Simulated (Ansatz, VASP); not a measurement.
**BN in VASP and in Ansatz**

Contents of INCAR:

```
SYSTEM = BN
ALGO = Normal
EDIFF = 1E-7
ENCUT = 520
GGA = PE
ISIF = 2
ISMEAR = 0
LASPH = .TRUE.
LCHARG = .FALSE.
LREAL = .FALSE.
LWAVE = .FALSE.
NBANDS = 16
NELM = 60
PREC = Accurate
SIGMA = 0.05
```

Contents of KPOINTS:

```
k-points
0
G
  12 12 4
  0 0 0
```

The input POSCAR:

```
BN
1.0
    2.5039917043      0.0000000000      0.0000000000
   -1.2519958522      2.1685204268      0.0000000000
    0.0000000000      0.0000000000      6.6612000000
B N
2 2
Direct
    0.3333333333      0.6666666667      0.2500000000
    0.6666666667      0.3333333333      0.7500000000
    0.3179772410      0.6589886205      0.7500000000
    0.6666666667      0.3333333333      0.2500000000
```

Input for Ansatz:

```yaml
crystal:
  lattice:
    - [2.5039917043, 0.0, 0.0]
    - [-1.2519958522, 2.1685204268, 0.0]
    - [0.0, 0.0, 6.6612]
  atoms:
    - { symbol: B, position: [0.3333333333, 0.6666666667, 0.25] }
    - { symbol: B, position: [0.6666666667, 0.3333333333, 0.75] }
    - { symbol: "N", position: [0.317977241, 0.6589886205, 0.75] }
    - { symbol: "N", position: [0.6666666667, 0.3333333333, 0.25] }
basis:
  ecutwfc: 420
kpoints:
  mp_grid: { grid: [12, 12, 4] }
hamiltonian:
  xc: pbe
scf:
  occupations: { method: gaussian, width: 0.05 }
output:
  forces: true
  stress: true
  eigenvalues: true
```

Alike in both runs: task single point; functional PBE; k mesh 12 × 12 × 4; occupations gaussian, width 0.05 eV; no spin polarisation.

```csv
,VASP,Ansatz
version,VASP 6.6.1,Ansatz 0.2.0
potentials or method,"VASP PAW PBE potentials, release 64 (B, N), cutoff 520 eV","scalar-relativistic, plane waves, PAW"
valence electrons in the cell,16,16
```

VASP gave:

```
gap on the k mesh at the Fermi level (eV)                     : 4.23
least direct gap on the mesh (eV)                             : 4.64
pressure (GPa)                                                : 3.6
traceless stress, the component that is largest in VASP (GPa) : 1.71
rms of the force components (eV/Å)                            : 0.592
```

Question: Estimate Ansatz's values.

Answer: gap on the k mesh at the Fermi level (eV): 4.23; least direct gap on the mesh (eV): 4.64; pressure (GPa): 3.5; traceless stress, the component that is largest in VASP (GPa): 1.71; rms of the force components (eV/Å): 0.594.

Atom by atom the forces differ by 0.002 eV/Å (rms over components).
